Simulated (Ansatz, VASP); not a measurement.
**Al2MoAs4: VASP beside Ansatz**

The input POSCAR:

```
Al2MoAs4
1.0
   -2.8287158441      2.8287158441      5.4144866307
    2.8287158441     -2.8287158441      5.4144866307
    2.8287158441      2.8287158441     -5.4144866307
Al Mo As
2 1 4
Direct
    0.5000000000      0.0000000000      0.5000000000
    0.0000000000      0.5000000000      0.5000000000
    0.0000000000      0.0000000000      0.0000000000
    0.6248047421      0.0976299722      0.0000000000
    0.3751952579      0.3751952579      0.4728252302
    0.0976299722      0.6248047421      0.0000000000
    0.9023700278      0.9023700278      0.5271747698
```

Contents of INCAR.step1:

```
SYSTEM = Al2MoAs4
  PREC = Accurate
  ENCUT = 520
  ISMEAR = -1
  SIGMA = 0.03
  LREAL = .FALSE.
  LASPH = .TRUE.
  NELM = 80
  NBANDS = 29
  GGA = PE
  ALGO = Normal
  EDIFF = 1E-4
  LWAVE = .TRUE.
  LCHARG = .FALSE.
```

INCAR.step2

```
SYSTEM = Al2MoAs4
  PREC = Accurate
  ENCUT = 520
  EDIFF = 1E-7
  ISMEAR = -1
  SIGMA = 0.03
  LREAL = .FALSE.
  LASPH = .TRUE.
  NELM = 80
  ALGO = Normal
  ISIF = 2
  LWAVE = .FALSE.
  LCHARG = .TRUE.
  METAGGA = R2SCAN
  LMIXTAU = .TRUE.
  LUSE_VDW = .TRUE.
  IVDW_NL = 2
  BPARAM = 11.95
  CPARAM = 0.0093
  LELF = .TRUE.
  LVHAR = .TRUE.
  NBANDS = 29
  ISTART = 1
```

File KPOINTS:

```
regular mesh
0
G
  8 8 8
  0 0 0
```

Input for Ansatz:

```yaml
crystal:
  lattice:
    - [-2.8287158441, 2.8287158441, 5.4144866307]
    - [2.8287158441, -2.8287158441, 5.4144866307]
    - [2.8287158441, 2.8287158441, -5.4144866307]
  atoms:
    - { symbol: Al, position: [0.5, 0.0, 0.5] }
    - { symbol: Al, position: [0.0, 0.5, 0.5] }
    - { symbol: Mo, position: [0.0, 0.0, 0.0] }
    - { symbol: As, position: [0.6248047421, 0.0976299722, 0.0] }
    - { symbol: As, position: [0.3751952579, 0.3751952579, 0.4728252302] }
    - { symbol: As, position: [0.0976299722, 0.6248047421, 0.0] }
    - { symbol: As, position: [0.9023700278, 0.9023700278, 0.5271747698] }
kpoints:
  mp_grid: { grid: [8, 8, 8] }
  band_path:
    path:
      - [0.0, 0.0, 0.0]
      - [0.0, 0.0, 0.5]
      - [0.25, 0.25, 0.25]
      - [0.0, 0.5, 0.0]
      - [0.5, 0.5, -0.5]
      - [0.318234511, 0.681765489, -0.318234511]
      - [-0.318234511, 0.318234511, 0.318234511]
      - [-0.1364690219, 0.1364690219, 0.5]
      - [0.5, 0.5, -0.1364690219]
    npoints: 1
hamiltonian:
  xc: r2scan
  dispersion: rvv10
scf:
  occupations: { method: fermi_dirac, width: 0.03 }
  n_extra_bands: 5
output:
  forces: true
  stress: true
  eigenvalues: true
  write_density: true
  write_potential: true
  elf: true
  volumetric_format: npy
```

Alike in both runs: task single point; functional r2SCAN; dispersion rVV10; k mesh 8 × 8 × 8; occupations fermi-dirac, width 0.03 eV; no spin polarisation.

|  | VASP | Ansatz |
| --- | --- | --- |
| version | VASP 6.6.1 | Ansatz 0.2.0 |
| potentials or method | VASP PAW PBE potentials, release 64 (Al, Mo_sv, As) | plane waves, PAW |
| plane-wave cutoff (eV) | 520 | 500 |
| valence electrons in the cell | 40 | 80 |

Ansatz gave:

```
pressure (GPa)                     : 0.0
rms of the force components (eV/Å) : 0.002
```

Problem. What did VASP give for the same quantities?

Solution. Pressure (GPa): 0.2; rms of the force components (eV/Å): 0.014.

VASP's potentials were made for PBE, not for r2SCAN. Atom by atom the forces differ by 0.016 eV/Å (rms over components). VASP's potentials hold 40 valence electrons a cell and Ansatz's 80, so a difference there can come from the potentials and not from the codes.
